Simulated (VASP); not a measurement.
# Sn (Fd-3m) in VASP: a series of runs

Sn is run at these levels: PBE; tasks: single point.

Everything below comes from runs of VASP 6.6.1. Logs are shortened: lines on timing, memory, paths and dates and some standing lists are left out, and cuts for length are marked.

### 1 The cell of the first run

The structure is cubic, space group Fd-3m (No. 227). The conventional cell has a = 6.658 Å, b = 6.658 Å, c = 6.658 Å, α = 90.00°, β = 90.00°, γ = 90.00°. Within 3.8 Å of Sn (site symmetry -43m) lie 4 Sn at 2.88 Å.

This isn't the form of Sn at room conditions, which is tetragonal (white tin).

### 2 Single point, PBE

INCAR

```
SYSTEM = Sn
  PREC = Accurate
  ENCUT = 520
  EDIFF = 1E-6
  ISMEAR = -1
  SIGMA = 0.2
  LREAL = .False.
  LASPH = .True.
  NELM = 100
  ALGO = Normal
  ISIF = 2
  LWAVE = .False.
  LCHARG = .False.
  GGA = PE
  NBANDS = 21
```

KPOINTS

```
Automatic mesh
0
Gamma
  8 8 8
  0 0 0
```

POSCAR

```
Sn
1.0
    0.0000000000      3.3289000152      3.3289000152
    3.3289000152      0.0000000000      3.3289000152
    3.3289000152      3.3289000152      0.0000000000
Sn
2
Direct
    0.5000000000      0.5000000000      0.5000000000
    0.7500000000      0.7500000000      0.7500000000
```

Potentials or basis: VASP PAW PBE potentials, release 64 (Sn_d).

Run with:

```
$ cat potpaw_PBE.64/Sn_d/POTCAR > POTCAR
$ mpirun -np 1 vasp_std > vasp.out
```

OUTCAR:

```text
SYSTEM = Sn
   PREC = Accurate
   ENCUT = 520
   EDIFF = 1E-6
   ISMEAR = -1
   LREAL = .False.
   LASPH = .True.
   NELM = 100
   ISIF = 2
   GGA = PE

 ion  position               nearest neighbor table
   1  0.500  0.500  0.500-   2 2.88   2 2.88   2 2.88   2 2.88
   2  0.750  0.750  0.750-   1 2.88   1 2.88   1 2.88   1 2.88

  LATTYP: Found a face centered cubic cell.
 ALAT       =     6.6578000304

  Lattice vectors:

 A1 = (   0.0000000000,   3.3289000152,   3.3289000152)
 A2 = (   3.3289000152,   0.0000000000,   3.3289000152)
 A3 = (   3.3289000152,   3.3289000152,   0.0000000000)

Analysis of symmetry for initial positions (statically):
=====================================================================
 Subroutine PRICEL returns:
 Original cell was already a primitive cell.

 Routine SETGRP: Setting up the symmetry group for a
 face centered cubic supercell.

 Subroutine GETGRP returns: Found 48 space group operations
 (whereof 24 operations were pure point group operations)
 out of a pool of 48 trial point group operations.

The static configuration has the point symmetry T_d .
 The point group associated with its full space group is O_h .

Analysis of symmetry for dynamics (positions and initial velocities):
=====================================================================
 Subroutine PRICEL returns:
 Original cell was already a primitive cell.

 Routine SETGRP: Setting up the symmetry group for a
 face centered cubic supercell.

 Subroutine GETGRP returns: Found 48 space group operations
 (whereof 24 operations were pure point group operations)
 out of a pool of 48 trial point group operations.

The dynamic configuration has the point symmetry T_d .
 The point group associated with its full space group is O_h .

 Subroutine INISYM returns: Found 48 space group operations
 (whereof 24 operations are pure point group operations),
 and found     1 'primitive' translations

----------------------------------------------------------------------------------------

                                     Primitive cell

  volume of cell :      73.7789

  direct lattice vectors                    reciprocal lattice vectors
     0.000000000  3.328900015  3.328900015    -0.150199765  0.150199765  0.150199765
     3.328900015  0.000000000  3.328900015     0.150199765 -0.150199765  0.150199765
     3.328900015  3.328900015  0.000000000     0.150199765  0.150199765 -0.150199765

[... 73 lines left out ...]
 SYSTEM =  Sn
   PREC   = accura    normal or accurate (medium, high low for compatibility)
   ISTART =      0    job   : 0-new  1-cont  2-samecut
   ICHARG =      2    charge: 1-file 2-atom 10-const
   ISPIN  =      1    spin polarized calculation?
   LNONCOLLINEAR =      F non collinear calculations
   LSORBIT =      F    spin-orbit coupling
   LASPH  =      T    aspherical Exc in radial PAW
   ENCUT  =  520.0 eV  38.22 Ry    6.18 a.u.   8.75  8.75  8.75*2*pi/ulx,y,z
   NELM   =    100;   NELMIN=  2; NELMDL= -5     # of ELM steps
   EDIFF  = 0.1E-05   stopping-criterion for ELM
   LREAL  =      F    real-space projection
   EDIFFG = 0.1E-04   stopping-criterion for IOM
   NSW    =      0    number of steps for IOM
   IBRION =     -1    ionic relax: 0-MD 1-quasi-New 2-CG
   NFREE  =      0    steps in history (QN), initial steepest desc. (CG)
   ISIF   =      2    stress and relaxation
   ISYM   =      2    0-nonsym 1-usesym 2-fastsym
   POTIM  = 0.5000    time-step for ionic-motion
   TEBEG  =    0.0;   TEEND  =   0.0 temperature during run
   PSTRESS=    0.0 pullay stress
   NELECT =      28.0000    total number of electrons
   NUPDOWN=      -1.0000    fix difference up-down
   EMIN   =  10.00;   EMAX   =-10.00  energy-range for DOS
   EFERMI =   0.00;   METHOD = LEGACY
   ISMEAR =    -1;   SIGMA  =   0.20  broadening in eV -4-tet -1-fermi 0-gaus
   EFERMI_NEDOS =   21; number of points for ismear=-14 and -15
   IALGO  =     38    algorithm
   IMIX   =      4    mixing-type and parameters
     AMIX     =   0.40;   BMIX     =  1.00
     AMIX_MAG =   1.60;   BMIX_MAG =  1.00
  volume/ion in A,a.u.               =      36.89       248.94
  Fermi-wavevector in a.u.,A,eV,Ry     =   1.185269  2.239833 19.114301  1.404862
  Thomas-Fermi vector in A             =   2.321466
   LORBIT       =      0    0 simple, 1 ext, 2 COOP (PROOUT), +10 PAW based schemes
   GGA     = PE    functional components
[... 5 lines left out ...]
 non-spin polarized calculation
  energy-cutoff  :      520.00
  volume of cell :       73.78
 maximum number of plane-waves:      2012
   NGX = 17   NGY = 17   NGZ = 17

 number of electron      28.0000008 magnetization

 Free energy of the ion-electron system (eV)
  ---------------------------------------------------
  ext. energy  EPLUGINS =         0.00000000
  ---------------------------------------------------
  free energy    TOTEN  =        -7.70630409 eV

  energy without entropy =       -7.65966368  energy(sigma->0) =       -7.68298389

 E-fermi :   4.8623     XC(G=0):  -8.5472

 val. band max:        4.8069342048   @ k =   0.3750   0.0000   0.0000
 cond. band min:       4.9450627740   @ k =   0.0000   0.0000   0.0000
 fundamental gap:      0.1381285692
 Fermi energy:         4.8623023071

 k-point     1 :       0.0000    0.0000    0.0000
  band No.  band energies     occupation
      1     -16.6903      2.00000
      2     -16.6903      2.00000
      3     -16.6903      2.00000
      4     -16.6405      2.00000
      5     -16.6405      2.00000
      6     -16.3891      2.00000
[... 565 lines left out ...]
     20      13.2776      0.00000
     21      13.6473      0.00000

 [... further k-points ...]

------------------------ aborting loop because EDIFF is reached ----------------------------------------

  FORCE on cell =-STRESS in cart. coord.  units (eV):
  Direction    XX          YY          ZZ          XY          YZ          ZX
  --------------------------------------------------------------------------------------
  -------------------------------------------------------------------------------------
  Total        0.0384584      0.0384584      0.0384584      0.0000000      0.0000000      0.0000000
  in kB        0.8351597      0.8351597      0.8351597      0.0000000      0.0000000      0.0000000
  external PRESSURE =       0.8351597 kB  Pullay stress =       0.0000000 kB

 VOLUME and BASIS-vectors are now :
 -----------------------------------------------------------------------------
  energy-cutoff  :      520.00
  volume of cell :       73.78
      direct lattice vectors                 reciprocal lattice vectors
     0.000000000  3.328900015  3.328900015    -0.150199765  0.150199765  0.150199765
     3.328900015  0.000000000  3.328900015     0.150199765 -0.150199765  0.150199765
     3.328900015  3.328900015  0.000000000     0.150199765  0.150199765 -0.150199765

 POSITION                                       TOTAL-FORCE (eV/Angst)
 -----------------------------------------------------------------------------------
      3.32890      3.32890      3.32890        -0.000000     -0.000000     -0.000000
      4.99335      4.99335      4.99335         0.000000      0.000000      0.000000
 -----------------------------------------------------------------------------------
    total drift:                                0.000000      0.000000      0.000000

  FREE ENERGIE OF THE ION-ELECTRON SYSTEM (eV)
  ---------------------------------------------------
  free  energy   TOTEN  =        -7.7063040924 eV

  energy  without entropy=       -7.6596636831  energy(sigma->0) =       -7.68298389
```

OSZICAR:

```text
N       E                     dE             d eps       ncg     rms          rms(c)
DAV:   1     0.226010046243E+03    0.22601E+03   -0.14906E+04  1238   0.188E+03
DAV:   2     0.175268506503E+02   -0.20848E+03   -0.20407E+03  1223   0.441E+02
DAV:   3    -0.693957239924E+01   -0.24466E+02   -0.24310E+02  1433   0.140E+02
DAV:   4    -0.772219046454E+01   -0.78262E+00   -0.78233E+00  1373   0.280E+01
DAV:   5    -0.774935920479E+01   -0.27169E-01   -0.27168E-01  1775   0.512E+00    0.285E+00
DAV:   6    -0.771866797101E+01    0.30691E-01   -0.23340E-02  1635   0.192E+00    0.168E+00
DAV:   7    -0.770428265026E+01    0.14385E-01   -0.37757E-02  1338   0.207E+00    0.157E-01
DAV:   8    -0.770590605974E+01   -0.16234E-02   -0.55692E-03  1343   0.866E-01    0.449E-02
DAV:   9    -0.770627172967E+01   -0.36567E-03   -0.49546E-04  1409   0.184E-01    0.138E-02
DAV:  10    -0.770629920358E+01   -0.27474E-04   -0.44436E-05  1574   0.423E-02    0.571E-03
DAV:  11    -0.770630429898E+01   -0.50954E-05   -0.75665E-06  1071   0.232E-02    0.124E-03
DAV:  12    -0.770630409236E+01    0.20662E-06   -0.49641E-07  1045   0.105E-02
   1 F= -.77063041E+01 E0= -.76829839E+01  d E =-.466404E-01
```

stdout:

```text
POSCAR found type information on POSCAR Sn
 POSCAR found :  1 types and       2 ions
 scaLAPACK will be used
 LDA part: xc-table for (Slater+PW92), standard interpolation
 POSCAR, INCAR and KPOINTS ok, starting setup
 FFT: planning ... GRIDC
 FFT: planning ... GRID_SOFT
 FFT: planning ... GRID
 WAVECAR not read
 entering main loop
```

Run time: 60 s. Hardware: 1 thread of AMD EPYC 7R13, shared host; peak memory 0.18 GiB.

What came out:

| Property | Result |
| --- | --- |
| Free energy | -7.7063 eV |
| Pressure | 0.1 GPa |
| Band gap on the k mesh | zero (bands 14 and 15 overlap by 0.23 eV) |

Levels at points of the mesh, in eV from the Fermi level:
| k point | band 11 | band 12 | band 13 | band 14 | band 15 | band 16 | band 17 | band 18 |
| --- | --- | --- | --- | --- | --- | --- | --- | --- |
| (0.00, 0.00, 0.00) | -10.12 | -1.16 | 0.08 | 0.08 | 0.08 | 2.14 | 2.14 | 2.14 |
| (0.50, 0.00, 0.00) | -8.64 | -6.03 | -1.01 | -1.01 | -0.15 | 3.19 | 3.19 | 5.68 |
| (0.50, 0.50, 0.00) | -7.27 | -7.27 | -2.22 | -2.22 | 0.90 | 0.90 | 7.24 | 7.24 |

Caveat: spin-orbit coupling is left out, which moves the levels of the heavy elements.

### 3 Single point, PBE

INCAR

```
PREC = Accurate
ENCUT = 520
EDIFF = 1E-6
ISMEAR = -1
SIGMA = 0.3
LREAL = False
LASPH = True
NELM = 60
ALGO = Normal
ISIF = 2
LWAVE = False
LCHARG = False
GGA = PE
NBANDS = 21
```

KPOINTS

```
Automatic mesh
0
Gamma
  8 8 8
```

POSCAR is that of step 2.

Potentials or basis: VASP PAW PBE potentials, release 64 (Sn_d).

Run with:

```
$ cat potpaw_PBE.64/Sn_d/POTCAR > POTCAR
$ mpirun -np 1 vasp_std > vasp.out
```

OUTCAR:

```text
PREC = Accurate
   ENCUT = 520
   EDIFF = 1E-6
   ISMEAR = -1
   LREAL = False
   LASPH = True
   NELM = 60
   ISIF = 2
   GGA = PE

 ion  position               nearest neighbor table
   1  0.500  0.500  0.500-   2 2.88   2 2.88   2 2.88   2 2.88
   2  0.750  0.750  0.750-   1 2.88   1 2.88   1 2.88   1 2.88

  LATTYP: Found a face centered cubic cell.
 ALAT       =     6.6578000304

  Lattice vectors:

 A1 = (   0.0000000000,   3.3289000152,   3.3289000152)
 A2 = (   3.3289000152,   0.0000000000,   3.3289000152)
 A3 = (   3.3289000152,   3.3289000152,   0.0000000000)

Analysis of symmetry for initial positions (statically):
=====================================================================
 Subroutine PRICEL returns:
 Original cell was already a primitive cell.

 Routine SETGRP: Setting up the symmetry group for a
 face centered cubic supercell.

 Subroutine GETGRP returns: Found 48 space group operations
 (whereof 24 operations were pure point group operations)
 out of a pool of 48 trial point group operations.

The static configuration has the point symmetry T_d .
 The point group associated with its full space group is O_h .

Analysis of symmetry for dynamics (positions and initial velocities):
=====================================================================
 Subroutine PRICEL returns:
 Original cell was already a primitive cell.

 Routine SETGRP: Setting up the symmetry group for a
 face centered cubic supercell.

 Subroutine GETGRP returns: Found 48 space group operations
 (whereof 24 operations were pure point group operations)
 out of a pool of 48 trial point group operations.

The dynamic configuration has the point symmetry T_d .
 The point group associated with its full space group is O_h .

 Subroutine INISYM returns: Found 48 space group operations
[... 103 lines left out ...]
   ISIF   =      2    stress and relaxation
   ISYM   =      2    0-nonsym 1-usesym 2-fastsym
   POTIM  = 0.5000    time-step for ionic-motion
   TEBEG  =    0.0;   TEEND  =   0.0 temperature during run
   PSTRESS=    0.0 pullay stress
   NELECT =      28.0000    total number of electrons
   NUPDOWN=      -1.0000    fix difference up-down
   EMIN   =  10.00;   EMAX   =-10.00  energy-range for DOS
   EFERMI =   0.00;   METHOD = LEGACY
   ISMEAR =    -1;   SIGMA  =   0.30  broadening in eV -4-tet -1-fermi 0-gaus
   EFERMI_NEDOS =   21; number of points for ismear=-14 and -15
   IALGO  =     38    algorithm
   IMIX   =      4    mixing-type and parameters
     AMIX     =   0.40;   BMIX     =  1.00
     AMIX_MAG =   1.60;   BMIX_MAG =  1.00
  volume/ion in A,a.u.               =      36.89       248.94
  Fermi-wavevector in a.u.,A,eV,Ry     =   1.185269  2.239833 19.114301  1.404862
  Thomas-Fermi vector in A             =   2.321466
   LORBIT       =      0    0 simple, 1 ext, 2 COOP (PROOUT), +10 PAW based schemes
   GGA     = PE    functional components
[... 5 lines left out ...]
 non-spin polarized calculation
  energy-cutoff  :      520.00
  volume of cell :       73.78
 maximum number of plane-waves:      2012
   NGX = 17   NGY = 17   NGZ = 17

 number of electron      28.0000008 magnetization

 Free energy of the ion-electron system (eV)
  ---------------------------------------------------
  ext. energy  EPLUGINS =         0.00000000
  ---------------------------------------------------
  free energy    TOTEN  =        -7.74185844 eV

  energy without entropy =       -7.59153953  energy(sigma->0) =       -7.66669899

 E-fermi :   4.8843     XC(G=0):  -8.5527

 val. band max:        4.8014995967   @ k =   0.3750   0.0000   0.0000
 cond. band min:       4.9393635388   @ k =   0.0000   0.0000   0.0000
 fundamental gap:      0.1378639421
 Fermi energy:         4.8843374347

 k-point     1 :       0.0000    0.0000    0.0000
  band No.  band energies     occupation
      1     -16.6961      2.00000
      2     -16.6961      2.00000
      3     -16.6961      2.00000
      4     -16.6460      2.00000
      5     -16.6460      2.00000
      6     -16.3947      2.00000
[... 565 lines left out ...]
     20      13.2711      0.00000
     21      13.6417      0.00000

 [... further k-points ...]

------------------------ aborting loop because EDIFF is reached ----------------------------------------

  FORCE on cell =-STRESS in cart. coord.  units (eV):
  Direction    XX          YY          ZZ          XY          YZ          ZX
  --------------------------------------------------------------------------------------
  -------------------------------------------------------------------------------------
  Total        0.1303330      0.1303330      0.1303330      0.0000000      0.0000000      0.0000000
  in kB        2.8303011      2.8303011      2.8303011      0.0000000      0.0000000      0.0000000
  external PRESSURE =       2.8303011 kB  Pullay stress =       0.0000000 kB

 VOLUME and BASIS-vectors are now :
 -----------------------------------------------------------------------------
  energy-cutoff  :      520.00
  volume of cell :       73.78
      direct lattice vectors                 reciprocal lattice vectors
     0.000000000  3.328900015  3.328900015    -0.150199765  0.150199765  0.150199765
     3.328900015  0.000000000  3.328900015     0.150199765 -0.150199765  0.150199765
     3.328900015  3.328900015  0.000000000     0.150199765  0.150199765 -0.150199765

 POSITION                                       TOTAL-FORCE (eV/Angst)
 -----------------------------------------------------------------------------------
      3.32890      3.32890      3.32890        -0.000000     -0.000000     -0.000000
      4.99335      4.99335      4.99335         0.000000      0.000000      0.000000
 -----------------------------------------------------------------------------------
    total drift:                                0.000000      0.000000      0.000000

  FREE ENERGIE OF THE ION-ELECTRON SYSTEM (eV)
  ---------------------------------------------------
  free  energy   TOTEN  =        -7.7418584411 eV

  energy  without entropy=       -7.5915395337  energy(sigma->0) =       -7.66669899
```

stdout:

```text
POSCAR found type information on POSCAR Sn
 POSCAR found :  1 types and       2 ions
 scaLAPACK will be used
 LDA part: xc-table for (Slater+PW92), standard interpolation
 POSCAR, INCAR and KPOINTS ok, starting setup
 FFT: planning ... GRIDC
 FFT: planning ... GRID_SOFT
 FFT: planning ... GRID
 WAVECAR not read
 entering main loop
```

It took 53 s on 1 thread of AMD EPYC 7R13, shared host; peak memory 0.18 GiB.

Results:

| Item | Value |
| --- | --- |
| Free energy | -7.7419 eV |
| Pressure | 0.3 GPa |
| Band gap on the k mesh | zero (bands 14 and 15 overlap by 0.23 eV) |

Levels at points of the mesh, in eV from the Fermi level:
| k point | band 11 | band 12 | band 13 | band 14 | band 15 | band 16 | band 17 | band 18 |
| --- | --- | --- | --- | --- | --- | --- | --- | --- |
| (0.00, 0.00, 0.00) | -10.14 | -1.19 | 0.06 | 0.06 | 0.06 | 2.12 | 2.12 | 2.12 |
| (0.50, 0.00, 0.00) | -8.67 | -6.06 | -1.04 | -1.04 | -0.18 | 3.17 | 3.17 | 5.65 |
| (0.50, 0.50, 0.00) | -7.30 | -7.30 | -2.25 | -2.25 | 0.87 | 0.87 | 7.21 | 7.21 |

Caveat: so wide a smearing shifts energies and pressures; spin-orbit coupling is left out, which moves the levels of the heavy elements.

### 4 Single point, PBE

INCAR

```
ALGO = Normal
EDIFF = 1E-6
ENCUT = 520
GGA = PE
ISIF = 2
ISMEAR = -1
LASPH = T
LCHARG = F
LREAL = F
LWAVE = F
NBANDS = 21
NELM = 100
PREC = Accurate
SIGMA = 0.6
```

KPOINTS

```
k-points
0
Gamma
  8 8 8
```

POSCAR is that of step 3.

Run with:

```
$ cat potpaw_PBE.64/Sn_d/POTCAR > POTCAR
$ mpirun -np 1 vasp_std > vasp.out
```

Wall time 52 s (1 thread of AMD EPYC 7R13, shared host); peak memory 0.18 GiB.

The run converged. Its results:

| Quantity | Value |
| --- | --- |
| Free energy | -8.0718 eV |
| Pressure | 1.6 GPa |
| Band gap on the k mesh | zero (bands 14 and 15 overlap by 0.23 eV) |

Levels at points of the mesh, in eV from the Fermi level:
```
           k point  band 10  band 11  band 12  band 13  band 14  band 15  band 16  band 17  band 18  band 19
(0.00, 0.00, 0.00)   -21.29   -10.16    -1.21     0.04     0.04     0.04     2.12     2.12     2.12     4.89
(0.50, 0.00, 0.00)   -21.25    -8.69    -6.07    -1.05    -1.05    -0.19     3.16     3.16     5.63     8.11
(0.50, 0.50, 0.00)   -21.23    -7.31    -7.31    -2.26    -2.26     0.86     0.86     7.20     7.20     8.71
```

Caveat: so wide a smearing shifts energies and pressures; spin-orbit coupling is left out, which moves the levels of the heavy elements.

[end of part 1 of 2]
